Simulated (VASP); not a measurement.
# TiO2 (Rutile) (P4_2/mnm) in VASP: settings compared

TiO2 (Rutile) is run at these levels: PBE, r2SCAN; tasks: single point, relaxation of cell and atoms.

Everything below comes from runs of VASP 6.6.1. Logs are shortened: lines on timing, memory, paths and dates and some standing lists are left out, and cuts for length are marked.

**Measured values to compare with.**

From “Shallow Valence Band of Rutile GeO2 and P-type Doping”, 2020, arxiv:2011.08928, for a bulk crystal of TiO2 at 1.6 K: band gap 3.03 eV (direct).

The runs below are set against these values where they give the same quantity.

**1. The cell of the first run**

Symmetry: P4_2/mnm, No. 136, tetragonal system. Conventional cell: a = 4.644 Å, b = 4.644 Å, c = 2.964 Å, α = 90.00°, β = 90.00°, γ = 90.00°. Within 2.6 Å of Ti (site symmetry mmm) lie 6 O at 1.96 to 2.00 Å. O (site symmetry m2m) has 3 Ti at 1.96 to 2.00 Å and 1 O at 2.56 Å within 2.6 Å.

**2. Single point, PBE**

INCAR

```
PREC     = Accurate       # precision mode
ENCUT    = 520            # plane-wave cutoff, eV
EDIFF    = 1E-7           # SCF threshold, eV
ISMEAR   = -1             # smearing method
SIGMA    = 0.02           # smearing width, eV
LREAL    = False          # projectors in reciprocal space
LASPH    = True           # aspherical terms in the spheres
NELM     = 60             # most SCF steps
ALGO     = Normal         # electronic algorithm
ISIF     = 2              # what is computed and relaxed
LWAVE    = False          # write WAVECAR
LCHARG   = False          # write CHGCAR
GGA      = PE             # functional
NBANDS   = 33             # bands
```

KPOINTS

```
Automatic mesh
0
Gamma
  6 6 10
```

POSCAR

```
TiO2
1.0
    4.6435300777      0.0000000000      0.0000000000
    0.0000000000      4.6435300777      0.0000000000
    0.0000000000      0.0000000000      2.9636892916
Ti O
2 4
Direct
    0.0000000000      0.0000000000      0.0000000000
    0.5000000000      0.5000000000      0.5000000000
    0.3051201185      0.3051201185      0.0000000000
    0.1948798815      0.8051201185      0.5000000000
    0.6948798815      0.6948798815      0.0000000000
    0.8051201185      0.1948798815      0.5000000000
```

Potentials or basis: VASP PAW PBE potentials, release 64 (Ti_sv, O).

On the command line:

```sh
$ cat potpaw_PBE.64/Ti_sv/POTCAR potpaw_PBE.64/O/POTCAR > POTCAR
$ mpirun -np 1 vasp_std > vasp.out
```

OUTCAR:

```text
PREC = Accurate
   ENCUT = 520
   EDIFF = 1E-7
   ISMEAR = -1
   LREAL = False
   LASPH = True
   NELM = 60
   ISIF = 2
   GGA = PE

 ion  position               nearest neighbor table
   1  0.000  0.000  0.000-   4 1.96   6 1.96   4 1.96   6 1.96   5 2.00   3 2.00
   2  0.500  0.500  0.500-   3 1.96   5 1.96   3 1.96   5 1.96   4 2.00   6 2.00
   3  0.305  0.305  0.000-   2 1.96   2 1.96   1 2.00
   4  0.195  0.805  0.500-   1 1.96   1 1.96   2 2.00
   5  0.695  0.695  0.000-   2 1.96   2 1.96   1 2.00
   6  0.805  0.195  0.500-   1 1.96   1 1.96   2 2.00

  LATTYP: Found a simple tetragonal cell.
 ALAT       =     4.6435300777
 C/A-ratio  =     0.6382405717

  Lattice vectors:

 A1 = (   4.6435300777,   0.0000000000,   0.0000000000)
 A2 = (   0.0000000000,   4.6435300777,   0.0000000000)
 A3 = (   0.0000000000,   0.0000000000,   2.9636892916)

Analysis of symmetry for initial positions (statically):
=====================================================================
 Subroutine PRICEL returns:
 Original cell was already a primitive cell.

 Routine SETGRP: Setting up the symmetry group for a
 simple tetragonal supercell.

 Subroutine GETGRP returns: Found 16 space group operations
 (whereof  8 operations were pure point group operations)
 out of a pool of 16 trial point group operations.

The static configuration has the point symmetry D_2h.
 The point group associated with its full space group is D_4h.

Analysis of symmetry for dynamics (positions and initial velocities):
=====================================================================
 Subroutine PRICEL returns:
 Original cell was already a primitive cell.

 Routine SETGRP: Setting up the symmetry group for a
 simple tetragonal supercell.

 Subroutine GETGRP returns: Found 16 space group operations
 (whereof  8 operations were pure point group operations)
 out of a pool of 16 trial point group operations.

The dynamic configuration has the point symmetry D_2h.
 The point group associated with its full space group is D_4h.

 Subroutine INISYM returns: Found 16 space group operations
 (whereof  8 operations are pure point group operations),
 and found     1 'primitive' translations

----------------------------------------------------------------------------------------

                                     Primitive cell

  volume of cell :      63.9042

  direct lattice vectors                    reciprocal lattice vectors
     4.643530078  0.000000000  0.000000000     0.215353402  0.000000000  0.000000000
     0.000000000  4.643530078  0.000000000     0.000000000  0.215353402  0.000000000
     0.000000000  0.000000000  2.963689292     0.000000000  0.000000000  0.337417287

  length of vectors
     4.643530078  4.643530078  2.963689292     0.215353402  0.215353402  0.337417287

  position of ions in fractional coordinates (direct lattice)
     0.000000000  0.000000000  0.000000000
     0.500000000  0.500000000  0.500000000
     0.305120118  0.305120118  0.000000000
     0.194879882  0.805120118  0.500000000
     0.694879882  0.694879882  0.000000000
     0.805120118  0.194879882  0.500000000

  ion indices of the primitive-cell ions
   primitive index   ion index
                 1           1
                 2           2
                 3           3
                 4           4
                 5           5
                 6           6

----------------------------------------------------------------------------------------

 KPOINTS: Automatic mesh

Automatic generation of k-mesh.
 Grid dimensions read from file:
 generate k-points for:    6    6   10

 Generating k-lattice:

  Cartesian coordinates                     Fractional coordinates (reciprocal lattice)
     0.035892234  0.000000000  0.000000000     0.166666667  0.000000000  0.000000000
     0.000000000  0.035892234  0.000000000     0.000000000  0.166666667  0.000000000
     0.000000000  0.000000000  0.033741729     0.000000000  0.000000000  0.100000000

  Length of vectors
     0.035892234  0.035892234  0.033741729

  Shift w.r.t. Gamma in fractional coordinates (k-lattice)
     0.000000000  0.000000000  0.000000000

 Subroutine IBZKPT returns following result:
 ===========================================

 Found     60 irreducible k-points:

 Following reciprocal coordinates:
            Coordinates               Weight
  0.000000  0.000000  0.000000      1.000000
  0.166667  0.000000  0.000000      4.000000
  0.333333  0.000000  0.000000      4.000000
  0.500000  0.000000  0.000000      2.000000
  0.166667  0.166667  0.000000      4.000000
  0.333333  0.166667  0.000000      8.000000
[... 16 lines left out ...]
  0.333333  0.000000  0.200000      8.000000
  0.500000  0.000000  0.200000      4.000000
 [... further k-points ...]
   k-points           NKPTS =     60   k-points in BZ     NKDIM =     60   number of bands    NBANDS=     33
   number of dos      NEDOS =    301   number of ions     NIONS =      6
   total plane-waves  NPLWV =  31104
   dimension x,y,z NGX =    36 NGY =   36 NGZ =   24
   dimension x,y,z NGXF=    72 NGYF=   72 NGZF=   48
   ions per type =               2   4
   NGX,Y,Z   is equivalent  to a cutoff of  12.89, 12.89, 13.46 a.u.
   NGXF,Y,Z  is equivalent  to a cutoff of  25.78, 25.78, 26.93 a.u.
 SYSTEM =  unknown system
   PREC   = accura    normal or accurate (medium, high low for compatibility)
   ISTART =      0    job   : 0-new  1-cont  2-samecut
   ICHARG =      2    charge: 1-file 2-atom 10-const
   ISPIN  =      1    spin polarized calculation?
   LNONCOLLINEAR =      F non collinear calculations
   LSORBIT =      F    spin-orbit coupling
   LASPH  =      T    aspherical Exc in radial PAW
   ENCUT  =  520.0 eV  38.22 Ry    6.18 a.u.   8.63  8.63  5.51*2*pi/ulx,y,z
   NELM   =     60;   NELMIN=  2; NELMDL= -5     # of ELM steps
   EDIFF  = 0.1E-06   stopping-criterion for ELM
   LREAL  =      F    real-space projection
   EDIFFG = 0.1E-05   stopping-criterion for IOM
   NSW    =      0    number of steps for IOM
   IBRION =     -1    ionic relax: 0-MD 1-quasi-New 2-CG
   NFREE  =      0    steps in history (QN), initial steepest desc. (CG)
   ISIF   =      2    stress and relaxation
   ISYM   =      2    0-nonsym 1-usesym 2-fastsym
   POTIM  = 0.5000    time-step for ionic-motion
   TEBEG  =    0.0;   TEEND  =   0.0 temperature during run
   PSTRESS=    0.0 pullay stress
   NELECT =      48.0000    total number of electrons
   NUPDOWN=      -1.0000    fix difference up-down
   EMIN   =  10.00;   EMAX   =-10.00  energy-range for DOS
   EFERMI =   0.00;   METHOD = LEGACY
   ISMEAR =    -1;   SIGMA  =   0.02  broadening in eV -4-tet -1-fermi 0-gaus
   EFERMI_NEDOS =   21; number of points for ismear=-14 and -15
   IALGO  =     38    algorithm
   IMIX   =      4    mixing-type and parameters
     AMIX     =   0.40;   BMIX     =  1.00
     AMIX_MAG =   1.60;   BMIX_MAG =  1.00
  volume/ion in A,a.u.               =      10.65        71.87
  Fermi-wavevector in a.u.,A,eV,Ry     =   1.488146  2.812188 30.131166  2.214578
  Thomas-Fermi vector in A             =   2.601217
   LORBIT       =      0    0 simple, 1 ext, 2 COOP (PROOUT), +10 PAW based schemes
   GGA     = PE    functional components
   LHFCALC =     F    Hartree Fock is set to
   AEXX    =    0.0000 exact exchange contribution
   IVDW    =     0    specifies the selected vdW correction
   LEPSILON=     F    determine dielectric tensor
   LRPA    =     F    only Hartree local field effects (RPA)
 non-spin polarized calculation
  energy-cutoff  :      520.00
  volume of cell :       63.90
 maximum number of plane-waves:      1748
 NGX is ok and might be reduce to    36
   NGX = 17   NGY = 17   NGZ = 11

 number of electron      48.0000021 magnetization

 Free energy of the ion-electron system (eV)
  ---------------------------------------------------
  ext. energy  EPLUGINS =         0.00000000
  ---------------------------------------------------
  free energy    TOTEN  =       -53.67623464 eV

  energy without entropy =      -53.67623464  energy(sigma->0) =      -53.67623464

 E-fermi :   5.1214     XC(G=0): -11.2844

 val. band max:        4.5763139371   @ k =   0.0000   0.0000   0.0000
 cond. band min:       6.4113514481   @ k =   0.0000   0.0000   0.0000
 fundamental gap:      1.8350375110
 Fermi energy:         5.1213990951

 k-point     1 :       0.0000    0.0000    0.0000
  band No.  band energies     occupation
      1     -52.3825      2.00000
      2     -52.3677      2.00000
      3     -28.6693      2.00000
      4     -28.6693      2.00000
      5     -28.5195      2.00000
      6     -28.5195      2.00000
[... 25 lines left out ...]
     32      11.0472      0.00000
     33      11.0473      0.00000

 k-point     2 :       0.1667    0.0000    0.0000
  band No.  band energies     occupation
      1     -52.3815      2.00000
      2     -52.3687      2.00000
      3     -28.6616      2.00000
      4     -28.6609      2.00000
      5     -28.5288      2.00000
      6     -28.5281      2.00000
[... 25 lines left out ...]
     32      10.9614      0.00000
     33      10.9791      0.00000

 k-point     3 :       0.3333    0.0000    0.0000
  band No.  band energies     occupation
      1     -52.3788      2.00000
      2     -52.3714      2.00000
      3     -28.6412      2.00000
      4     -28.6395      2.00000
      5     -28.5519      2.00000
      6     -28.5501      2.00000
[... 25 lines left out ...]
     32      10.7902      0.00000
     33      10.8241      0.00000

 k-point     4 :       0.5000    0.0000    0.0000
  band No.  band energies     occupation
      1     -52.3751      2.00000
      2     -52.3751      2.00000
      3     -28.6243      2.00000
      4     -28.6243      2.00000
      5     -28.5679      2.00000
      6     -28.5679      2.00000
[... 673 lines left out ...]
     32      10.3496      0.00000
     33      10.5642      0.00000

 k-point    23 :       0.3333    0.0000    0.2000
  band No.  band energies     occupation
      1     -52.3648      2.00000
      2     -52.3587      2.00000
      3     -28.6397      2.00000
      4     -28.6214      2.00000
      5     -28.6030      2.00000
      6     -28.5903      2.00000
[... 25 lines left out ...]
     32       9.9601      0.00000
     33      10.5648      0.00000

 k-point    24 :       0.5000    0.0000    0.2000
  band No.  band energies     occupation
      1     -52.3617      2.00000
      2     -52.3617      2.00000
      3     -28.6324      2.00000
      4     -28.6324      2.00000
      5     -28.5866      2.00000
      6     -28.5866      2.00000
[... 25 lines left out ...]
     32       9.7617      0.00000
     33      10.9144      0.00000

 [... further k-points ...]

------------------------ aborting loop because EDIFF is reached ----------------------------------------

  FORCE on cell =-STRESS in cart. coord.  units (eV):
  Direction    XX          YY          ZZ          XY          YZ          ZX
  --------------------------------------------------------------------------------------
  -------------------------------------------------------------------------------------
  Total        0.2130279      0.2130279      0.3528923     -0.0000000      0.0000000      0.0000000
  in kB        5.3409422      5.3409422      8.8475603     -0.0000000      0.0000000      0.0000000
  external PRESSURE =       6.5098149 kB  Pullay stress =       0.0000000 kB

 VOLUME and BASIS-vectors are now :
 -----------------------------------------------------------------------------
  energy-cutoff  :      520.00
  volume of cell :       63.90
      direct lattice vectors                 reciprocal lattice vectors
     4.643530078  0.000000000  0.000000000     0.215353402  0.000000000  0.000000000
     0.000000000  4.643530078  0.000000000     0.000000000  0.215353402  0.000000000
     0.000000000  0.000000000  2.963689292     0.000000000  0.000000000  0.337417287

 POSITION                                       TOTAL-FORCE (eV/Angst)
 -----------------------------------------------------------------------------------
      0.00000      0.00000      0.00000         0.000000      0.000000     -0.000000
      2.32177      2.32177      1.48184         0.000000      0.000000     -0.000000
      1.41683      1.41683      0.00000        -0.019398     -0.019398      0.000000
      0.90493      3.73860      1.48184         0.019398     -0.019398     -0.000000
      3.22670      3.22670      0.00000         0.019398      0.019398     -0.000000
      3.73860      0.90493      1.48184        -0.019398      0.019398     -0.000000
 -----------------------------------------------------------------------------------
    total drift:                                0.000000      0.000000     -0.000000

  FREE ENERGIE OF THE ION-ELECTRON SYSTEM (eV)
  ---------------------------------------------------
  free  energy   TOTEN  =       -53.6762346427 eV

  energy  without entropy=      -53.6762346427  energy(sigma->0) =      -53.67623464
```

It took 2.7 min on 1 thread of Intel Xeon Platinum 8375C at 2.90GHz (Ice Lake), shared host; peak memory 0.23 GiB.

Results:

```yaml
Free_energy: -53.6762 eV
Pressure: 0.7 GPa
Largest_force: 0.027 eV/Å
Band_gap_on_the_k_mesh: 1.84 eV, direct
```

Forces on the atoms (eV/Å):
```
Ti   0.000  0.000  0.000
Ti   0.000  0.000  0.000
O   -0.019 -0.019  0.000
O    0.019 -0.019  0.000
O    0.019  0.019  0.000
O   -0.019  0.019  0.000
```

Stress tensor (GPa, compression positive):
```
0.53 0.00 0.00
0.00 0.53 0.00
0.00 0.00 0.88
```

**3. Single point, r2SCAN**

This run uses another cell than the first one, of 10.62 Å³/atom, 0.997 times its volume.

POSCAR

```
TiO2
1.0
    4.6280060300      0.0000000000      0.0000000000
    0.0000000000      4.6280060300      0.0000000000
    0.0000000000      0.0000000000      2.9736991600
Ti O
2 4
Direct
    0.0000000000      0.0000000000      0.0000000000
    0.5000000000      0.5000000000      0.5000000000
    0.3053796215      0.3053796215      0.0000000000
    0.1946203785      0.8053796215      0.5000000000
    0.6946203785      0.6946203785      0.0000000000
    0.8053796215      0.1946203785      0.5000000000
```

INCAR.step1

```
SYSTEM = TiO2
PREC = Accurate ; ENCUT = 520
ISMEAR = -1 ; SIGMA = 0.02
LREAL = .False. ; LASPH = .True.
NELM = 60 ; NBANDS = 33
GGA = PE ; ALGO = Normal
EDIFF = 1E-4 ; LWAVE = .True.
LCHARG = .False.
```

INCAR.step2

```
SYSTEM = TiO2
PREC = Accurate ; ENCUT = 520
EDIFF = 1E-6 ; ISMEAR = -1
SIGMA = 0.02 ; LREAL = .False.
LASPH = .True. ; NELM = 60
ALGO = Normal ; ISIF = 2
LWAVE = .False. ; LCHARG = .False.
METAGGA = R2SCAN ; LMIXTAU = .True.
NBANDS = 33 ; ISTART = 1
```

KPOINTS

```
Automatic mesh
0
Gamma
  6 6 10
  0 0 0
```

Potentials or basis: VASP PAW PBE potentials, release 64 (Ti_sv, O).

On the command line:

```sh
$ cat potpaw_PBE.64/Ti_sv/POTCAR potpaw_PBE.64/O/POTCAR > POTCAR
$ cp INCAR.step1 INCAR
$ mpirun -np 1 vasp_std > vasp.out
$ cp INCAR.step2 INCAR
$ mpirun -np 1 vasp_std > vasp.out
```

Wall time 3.1 min (1 thread of Intel Xeon 6975P-C (Granite Rapids), shared host); peak memory 0.24 GiB.

Results (log left out):

| Property | Result |
| --- | --- |
| Free energy | -69.7866 eV |
| Pressure | -3.5 GPa |
| Largest force | 0.033 eV/Å |
| Band gap on the k mesh | 2.20 eV, direct |

Forces in eV/Å, atoms in the order of the input:
```
Ti   0.000  0.000  0.000
Ti   0.000  0.000  0.000
O   -0.023 -0.023  0.000
O    0.023 -0.023  0.000
O    0.023  0.023  0.000
O   -0.023  0.023  0.000
```

Stress tensor (GPa, compression positive):
```
-3.25  0.00  0.00
 0.00 -3.25  0.00
 0.00  0.00 -3.86
```

Levels at points of the mesh, in eV from the valence-band top:
```csv
k point,band 20,band 21,band 22,band 23,band 24,band 25,band 26,band 27,band 28,band 29
"(0.00, 0.00, 0.00)",-2.04,-0.76,-0.47,-0.47,0.00,2.20,2.53,2.75,2.82,2.82
"(0.50, 0.00, 0.00)",-3.07,-1.66,-1.66,-0.75,-0.75,2.87,2.87,3.32,3.32,3.87
"(0.50, 0.50, 0.00)",-2.14,-1.37,-1.37,-1.09,-1.09,2.24,2.24,2.84,2.84,4.11
"(0.00, 0.00, 0.50)",-2.83,-2.30,-2.30,-1.46,-1.46,3.25,3.25,3.50,3.50,3.97
"(0.50, 0.00, 0.50)",-2.44,-2.03,-2.03,-1.05,-1.05,2.26,2.26,3.53,3.53,4.19
"(0.50, 0.50, 0.50)",-2.80,-1.26,-1.26,-0.71,-0.71,2.90,2.90,3.54,3.54,3.55
```

Caveat: the PAW data sets were made with another functional, which shifts forces and pressure a little. A k mesh can miss the band edges.

**4. Single point, r2SCAN**

This run uses another cell than the first one, of 10.82 Å³/atom, 1.016 times its volume.

POSCAR

```
TiO2
1.0
    4.6580588600      0.0000000000      0.0000000000
    0.0000000000      4.6580588600      0.0000000000
    0.0000000000      0.0000000000      2.9930094300
Ti O
2 4
Direct
    0.0000000000      0.0000000000      0.0000000000
    0.5000000000      0.5000000000      0.5000000000
    0.3062082077      0.3062082077      0.0000000000
    0.1937917923      0.8062082077      0.5000000000
    0.6937917923      0.6937917923      0.0000000000
    0.8062082077      0.1937917923      0.5000000000
```

INCAR.step1

```
PREC = Accurate
ENCUT = 520
ISMEAR = -1
SIGMA = 0.02
LREAL = F
LASPH = T
NELM = 60
NBANDS = 33
GGA = PE
ALGO = Normal
EDIFF = 1E-4
LWAVE = T
LCHARG = F
```

INCAR.step2

```
PREC = Accurate
ENCUT = 520
EDIFF = 1E-6
ISMEAR = -1
SIGMA = 0.02
LREAL = F
LASPH = T
NELM = 60
ALGO = Normal
ISIF = 2
LWAVE = F
LCHARG = F
METAGGA = R2SCAN
LMIXTAU = T
NBANDS = 33
ISTART = 1
```

KPOINTS

```
regular mesh
0
Gamma
  6 6 10
```

On the command line:

```sh
$ cat potpaw_PBE.64/Ti_sv/POTCAR potpaw_PBE.64/O/POTCAR > POTCAR
$ cp INCAR.step1 INCAR
$ mpirun -np 1 vasp_std > vasp.out
$ cp INCAR.step2 INCAR
$ mpirun -np 1 vasp_std > vasp.out
```

Wall time 2.8 min (1 thread of Intel Xeon 6975P-C (Granite Rapids), shared host); peak memory 0.24 GiB.

Results (log left out):

* Free energy: -69.7447 eV
* Pressure: -7.6 GPa
* Largest force: 0.036 eV/Å
* Band gap on the k mesh: 2.18 eV, direct

Forces on the atoms (eV/Å):
```
Ti   0.000  0.000  0.000
Ti   0.000  0.000  0.000
O   -0.026 -0.026  0.000
O    0.026 -0.026  0.000
O    0.026  0.026  0.000
O   -0.026  0.026  0.000
```

Stress tensor (GPa, compression positive):
```
-6.93  0.00  0.00
 0.00 -6.93  0.00
 0.00  0.00 -8.84
```

Levels at points of the mesh, in eV from the valence-band top:
```
           k point  band 21  band 22  band 23  band 24  band 25  band 26  band 27  band 28
(0.00, 0.00, 0.00)    -0.75    -0.45    -0.45     0.00     2.18     2.52     2.71     2.77
(0.50, 0.00, 0.00)    -1.63    -1.63    -0.73    -0.73     2.84     2.84     3.24     3.24
(0.50, 0.50, 0.00)    -1.35    -1.35    -1.06    -1.06     2.22     2.22     2.79     2.79
(0.00, 0.00, 0.50)    -2.21    -2.21    -1.44    -1.44     3.17     3.17     3.42     3.42
(0.50, 0.00, 0.50)    -1.99    -1.99    -1.01    -1.01     2.22     2.22     3.44     3.44
(0.50, 0.50, 0.50)    -1.20    -1.20    -0.71    -0.71     2.84     2.84     3.46     3.46
```

Caveat: the PAW data sets were made with another functional, which shifts forces and pressure a little. A k mesh can miss the band edges.

(Continued in part 2 of 2.)
